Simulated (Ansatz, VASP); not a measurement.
## Te in VASP and in Ansatz

File INCAR:

```
PREC = Accurate
ENCUT = 520
EDIFF = 1E-7
ISMEAR = 0
SIGMA = 0.1
LREAL = F
LASPH = T
NELM = 60
ALGO = Normal
ISIF = 2
LWAVE = F
LCHARG = F
GGA = PS
NBANDS = 13
```

The input KPOINTS:

```
regular mesh
0
Gamma
  6 6 6
```

POSCAR

```
Te
1.0
    2.2141731743      1.2783534782      4.1059186877
   -2.2141731743      1.2783534782      4.1059186877
    0.0000000000     -2.5567069564      4.1059186877
Te
2
Direct
    0.2275400000      0.2275400000      0.2275400000
    0.7724600000      0.7724600000      0.7724600000
```

Input for Ansatz:

```yaml
crystal:
  lattice:
    - [2.2141731743, 1.2783534782, 4.1059186877]
    - [-2.2141731743, 1.2783534782, 4.1059186877]
    - [0.0, -2.5567069564, 4.1059186877]
  atoms:
    - { symbol: Te, position: [0.22754, 0.22754, 0.22754] }
    - { symbol: Te, position: [0.77246, 0.77246, 0.77246] }
basis:
  ecutwfc: 420
kpoints:
  mp_grid: { grid: [6, 6, 6] }
hamiltonian:
  xc: pbesol
scf:
  occupations: { method: gaussian, width: 0.1 }
  lower_state_search: "off"
output:
  forces: true
  stress: true
  eigenvalues: true
```

Alike in both runs: task single point; functional PBEsol; k mesh 6 × 6 × 6; occupations gaussian, width 0.1 eV; no spin polarisation.

|  | VASP | Ansatz |
| --- | --- | --- |
| version | VASP 6.6.1 | Ansatz 0.2.0 |
| potentials or method | VASP PAW PBE potentials, release 64 (Te), cutoff 520 eV | scalar-relativistic, plane waves, PAW |
| valence electrons in the cell | 12 | 32 |

```tsv
	VASP	Ansatz	Ansatz less VASP
gap on the k mesh at the Fermi level (eV)	none	none	-
pressure (GPa)	0.2	0.1	-0.08
traceless stress, the component that is largest in VASP (GPa)	-3.57	-3.53	+0.042
rms of the force components (eV/Å)	0.853	0.849	-0.0043
```

VASP's potentials were made for PBE, not for PBEsol. Atom by atom the forces differ by 0.004 eV/Å (rms over components). A gap of «none» marks a metal or a gap that the smearing closes. VASP's potentials hold 12 valence electrons a cell and Ansatz's 32, so a difference there can come from the potentials and not from the codes.

Spin-orbit coupling is off throughout.
